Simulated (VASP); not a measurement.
A run of VASP 6.6.1:

INCAR

```
SYSTEM = CdSe
ALGO = Normal
EDIFF = 1E-6
ENCUT = 520
GGA = CA
ISIF = 2
ISMEAR = 0
LASPH = .TRUE.
LCHARG = .TRUE.
LELF = .TRUE.
LREAL = .FALSE.
LVHAR = .TRUE.
LWAVE = .FALSE.
NBANDS = 16
NELM = 100
PREC = Accurate
SIGMA = 0.01
```

KPOINTS

```
k-points
0
G
  6 6 6
  0 0 0
```

File POSCAR:

```
CdSe
1.0
    2.8363418112      2.8363418112      0.0000000000
   -2.8363418112      2.8363418112      0.0000000000
    0.0000000000      2.8363418112      2.8363418112
Cd Se
1 1
Direct
    0.0000000000      0.0000000000      0.0000000000
    0.7500000000      0.2500000000      0.5000000000
```

Potentials or basis: VASP PAW LDA potentials, release 64 (Cd, Se).

Run with:

```console
$ cat potpaw_LDA.64/Cd/POTCAR potpaw_LDA.64/Se/POTCAR > POTCAR
$ mpirun -np 1 vasp_std > vasp.out
```

Hardware: 1 thread of Intel Xeon 6975P-C (shared host).

Question: How long does it take, and how much memory?

Answer: Wall time 7 s on 1 thread of Intel Xeon 6975P-C, with other jobs on the host, peak memory 0.15 GiB. Counts: scf iterations 12, k points 16.
